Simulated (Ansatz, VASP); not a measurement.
**One calculation of C, two programs**

Contents of INCAR:

```
  PREC = Accurate
  ENCUT = 520
  EDIFF = 1E-6
  ISMEAR = 0
  SIGMA = 0.05
  LREAL = F
  LASPH = T
  NELM = 60
  ALGO = Normal
  ISIF = 2
  LWAVE = F
  LCHARG = F
  GGA = CA
  NBANDS = 26
```

File KPOINTS:

```
regular mesh
0
Gamma
  12 12 4
```

The input POSCAR:

```
C
1.0
    2.5186290723      0.0000000000      0.0000000000
   -1.2593145361      2.1811967593      0.0000000000
    0.0000000000      0.0000000000      8.0228736867
C
8
Direct
    0.0000000000      0.0000000000      0.0885539126
    0.0000000000      0.0000000000      0.5885539126
    0.0000000000      0.0000000000      0.4114460874
    0.0000000000      0.0000000000      0.9114460874
    0.3333333333      0.6666666667      0.1589518456
    0.6666666667      0.3333333333      0.6589518456
    0.3333333333      0.6666666667      0.3410481544
    0.6666666667      0.3333333333      0.8410481544
```

Input for Ansatz:

```yaml
crystal:
  lattice:
    - [2.5186290723, 0.0, 0.0]
    - [-1.2593145361, 2.1811967593, 0.0]
    - [0.0, 0.0, 8.0228736867]
  atoms:
    - { symbol: C, position: [0.0, 0.0, 0.0885539126] }
    - { symbol: C, position: [0.0, 0.0, 0.5885539126] }
    - { symbol: C, position: [0.0, 0.0, 0.4114460874] }
    - { symbol: C, position: [0.0, 0.0, 0.9114460874] }
    - { symbol: C, position: [0.3333333333, 0.6666666667, 0.1589518456] }
    - { symbol: C, position: [0.6666666667, 0.3333333333, 0.6589518456] }
    - { symbol: C, position: [0.3333333333, 0.6666666667, 0.3410481544] }
    - { symbol: C, position: [0.6666666667, 0.3333333333, 0.8410481544] }
basis:
  ecutwfc: 520.0
kpoints:
  mp_grid: { grid: [12, 12, 4] }
hamiltonian:
  xc: lda
  pseudopotentials: { kind: paw, azcp: { folder: soft_1 } }
scf:
  occupations: { method: gaussian, width: 0.05 }
output:
  forces: true
  stress: true
  eigenvalues: true
  write_density: true
  write_potential: true
  elf: true
  volumetric_format: npy
```

Change from the starting cell: mode 21 frozen in at -0.036 Å, strain +e along z and -e/2 along x and y -0.0233.

Alike in both runs: task single point; functional LDA; k mesh 12 × 12 × 4; occupations gaussian, width 0.05 eV; no spin polarisation.

|  | VASP | Ansatz |
| --- | --- | --- |
| version | VASP 6.6.1 | Ansatz 0.2.0 |
| potentials or method | VASP PAW LDA potentials, release 64 (C), cutoff 520 eV | scalar-relativistic, plane waves, PAW |
| valence electrons in the cell | 32 | 32 |

|  | VASP | Ansatz | Ansatz less VASP |
| --- | --- | --- | --- |
| gap on the k mesh at the Fermi level (eV) | 3.63 | 3.65 | +0.012 |
| least direct gap on the mesh (eV) | 3.83 | 3.84 | +0.001 |
| pressure (GPa) | 6.1 | 4.4 | -1.69 |
| traceless stress, the component that is largest in VASP (GPa) | 40.29 | 39.87 | -0.416 |
| rms of the force components (eV/Å) | 1.848 | 1.836 | -0.0124 |

Ansatz warns that its potentials were made for another functional, while VASP's fit it. LDA's correlation is that of Perdew and Zunger in VASP and of Perdew and Wang (1992) in Ansatz. Atom by atom the forces differ by 0.012 eV/Å (rms over components).
